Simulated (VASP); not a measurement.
Here is a VASP 6.6.1 calculation.

The input INCAR:

```
ALGO     = Normal         # electronic algorithm
EDIFF    = 1E-6           # SCF threshold, eV
ENCUT    = 520            # plane-wave cutoff, eV
GGA      = PE             # functional
ISIF     = 2              # what is computed and relaxed
ISMEAR   = 0              # smearing method
LASPH    = T              # aspherical terms in the spheres
LCHARG   = F              # write CHGCAR
LREAL    = F              # projectors in reciprocal space
LWAVE    = F              # write WAVECAR
NBANDS   = 30             # bands
NELM     = 80             # most SCF steps
PREC     = Accurate       # precision mode
SIGMA    = 0.1            # smearing width, eV
```

File KPOINTS:

```
k-points
0
Gamma
  4 4 4
```

Contents of POSCAR:

```
Be3SF4
1.0
    4.2023355100      0.0000000000      0.0000000000
    0.0000000000      4.2023355100      0.0000000000
    0.0000000000      0.0000000000      4.2023355100
Be S F
3 1 4
Direct
    0.0000000000      0.5000000000      0.5000000000
    0.5000000000      0.0000000000      0.5000000000
    0.5000000000      0.5000000000      0.0000000000
    0.0000000000      0.0000000000      0.0000000000
    0.5000000000      0.0000000000      0.0000000000
    0.5000000000      0.5000000000      0.5000000000
    0.0000000000      0.0000000000      0.5000000000
    0.0000000000      0.5000000000      0.0000000000
```

Potentials or basis: VASP PAW PBE potentials, release 64 (Be, S, F).

Command:

```bash
$ cat potpaw_PBE.64/Be/POTCAR potpaw_PBE.64/S/POTCAR potpaw_PBE.64/F/POTCAR > POTCAR
$ mpirun -np 1 vasp_std > vasp.out
```

Predict the pressure.

35.5 GPa.

Predict the band gap on the k mesh.

zero (band 20 reaches 8.91 eV, above the bottom of band 21 at 7.04 eV).

Caveat: the k points lie up to 0.37 Å⁻¹ apart.
